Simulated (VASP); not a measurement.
Input of a VASP 6.6.1 run:

POSCAR

```
BeTe
1.0
    0.0000000000      2.8150000000      2.8150000000
    2.8150000000      0.0000000000      2.8150000000
    2.8150000000      2.8150000000      0.0000000000
Be Te
1 1
Direct
    0.0000000000      0.0000000000      0.0000000000
    0.2500000000      0.2500000000      0.2500000000
```

File INCAR.step1:

```
  ALGO = Normal
  EDIFF = 1E-5
  ENCUT = 520
  GGA = PE
  GGA_COMPAT = F
  ISIF = 2
  ISMEAR = 0
  LASPH = T
  LCHARG = F
  LREAL = F
  LWAVE = T
  NBANDS = 11
  NELM = 120
  PREC = Accurate
  SIGMA = 0.01
```

The input INCAR.step2:

```
  ALGO = Normal
  EDIFF = 1E-6
  ENCUT = 520
  GGA = PE
  GGA_COMPAT = F
  HFSCREEN = 0.2079
  ISIF = 2
  ISMEAR = 0
  ISTART = 1
  LASPH = T
  LCHARG = F
  LHFCALC = T
  LREAL = F
  LWAVE = F
  NBANDS = 11
  NELM = 120
  PREC = Accurate
  PRECFOCK = Normal
  SIGMA = 0.01
```

File KPOINTS:

```
k-points
0
Gamma
  4 4 4
```

Potentials or basis: VASP PAW PBE potentials, release 64 (Be, Te).

Command:

```bash
$ cat potpaw_PBE.64/Be/POTCAR potpaw_PBE.64/Te/POTCAR > POTCAR
$ cp INCAR.step1 INCAR
$ mpirun -np 1 vasp_std > vasp.out
$ cp INCAR.step2 INCAR
$ mpirun -np 1 vasp_std > vasp.out
```

Q: What does it give for the band gap on the k mesh?

A: 2.65 eV (least direct gap 4.48 eV).

Q: Predict the pressure.

A: 0.3 GPa.

Caveat: the k points lie up to 0.48 Å⁻¹ apart; the PAW data sets were made with another functional, which shifts forces and pressure a little; spin-orbit coupling is left out, which moves the levels of the heavy elements. A k mesh can miss the band edges.
